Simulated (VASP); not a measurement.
Crystal: SiC.

```
Si C
1.0
     2.89791    0.00000    0.00000
    -1.44895    2.66334    0.00000
     0.00000    0.00000    5.04811
Si C
2 2
Direct
  0.33421 0.66842 0.50135
  0.66579 0.33158 0.00135
  0.33830 0.67659 0.87365
  0.66170 0.32341 0.37365
```

This cell differs from its parent crystal: uniaxial x strain -5.8%.

Base run:

* Program: VASP 6.6.1
* Functional: r2SCAN
* Potentials or basis: VASP PAW PBE potentials, release 64 (Si, C)
* Cutoff: 520 eV
* k mesh: 12 × 12 × 6
* Occupations: gaussian, width 0.01 eV
* Spin: no spin polarisation

Its results: band gap on the k mesh 1.96 eV (least direct gap 4.72 eV); pressure 15.1 GPa.

Task: The run is repeated on the same cell with these changes: functional from r2SCAN to HSE06; k mesh from 12 × 12 × 6 to 6 × 6 × 4. What comes out?

Result: Band gap on the k mesh 2.47 eV (least direct gap 5.31 eV); pressure 13.7 GPa.

Several settings changed at once.

Caveats: the cell stands under pressure; the PAW data sets were made with another functional, which shifts forces and pressure a little.

A k mesh can miss the band edges.
